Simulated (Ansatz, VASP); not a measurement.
**Two plane-wave programs on PtSe2**

The input INCAR:

```
ALGO = Normal
EDIFF = 1E-6
ENCUT = 520
GGA = PS
ISIF = 2
ISMEAR = -1
LASPH = True
LCHARG = False
LDAU = True
LDAUJ = 0 0
LDAUL = 2 -1
LDAUPRINT = 1
LDAUTYPE = 2
LDAUU = 2 0
LMAXMIX = 4
LREAL = False
LWAVE = False
NBANDS = 18
NELM = 150
PREC = Accurate
SIGMA = 0.05
```

KPOINTS

```
k-points
0
Gamma
  8 8 5
```

The input POSCAR:

```
PtSe2
1.0
    3.7240000000      0.0000000000      0.0000000000
   -1.8620000000      3.2250786037      0.0000000000
    0.0000000000      0.0000000000      5.0620000000
Pt Se
1 2
Direct
    0.0000000000      0.0000000000      0.0000000000
    0.6666666667      0.3333333333      0.7500000000
    0.3333333333      0.6666666667      0.2500000000
```

Contents of input.yaml:

```yaml
crystal:
  lattice:
    - [3.724, 0.0, 0.0]
    - [-1.862, 3.2250786037, 0.0]
    - [0.0, 0.0, 5.062]
  atoms:
    - { symbol: Pt, position: [0.0, 0.0, 0.0] }
    - { symbol: Se, position: [0.6666666667, 0.3333333333, 0.75] }
    - { symbol: Se, position: [0.3333333333, 0.6666666667, 0.25] }
hamiltonian:
  xc: pbesol
  pseudopotentials: { kind: paw }
  hubbard: { sites: [{ species: Pt, l: d, u_eff: 2.0 }] }
kpoints:
  mp_grid: { grid: [8, 8, 5] }
scf:
  occupations: { method: fermi_dirac, width: 0.05 }
  n_extra_bands: 7
output:
  forces: true
  stress: true
  eigenvalues: true
  dos: { projected: true, de: 0.05, nscf_kmesh: { grid: [12, 12, 8] } }
```

Alike in both runs: functional PBEsol; k mesh 8 × 8 × 5; occupations fermi-dirac, width 0.05 eV; no spin polarisation; Hubbard terms Pt d U = 2.0 eV.

|  | VASP | Ansatz |
| --- | --- | --- |
| version | VASP 6.6.1 | Ansatz 0.2.0 |
| potentials or method | VASP PAW PBE potentials, release 64 (Pt, Se) | Ansatz PAW |
| plane-wave cutoff (eV) | 520 | 420 |
| valence electrons in the cell | 22 | 50 |
| task | single point | projected density of states |

|  | VASP | Ansatz | Ansatz less VASP |
| --- | --- | --- | --- |
| gap on the k mesh at the Fermi level (eV) | none | none | - |
| pressure (GPa) | 1.1 | 2.2 | +1.19 |
| traceless stress, the component that is largest in VASP (GPa) | -0.52 | -1.02 | -0.502 |
| rms of the force components (eV/Å) | 0.127 | 0.184 | +0.0572 |

VASP's potentials were made for PBE, not for PBEsol. The programs project onto different local orbitals, so the same U acts differently, and such runs can settle in different states. Atom by atom the forces differ by 0.057 eV/Å (rms over components). A gap of «none» marks a metal or a gap that the smearing closes. VASP's potentials hold 22 valence electrons a cell and Ansatz's 50, so a difference there can come from the potentials and not from the codes.

Neither program's run includes spin-orbit coupling.
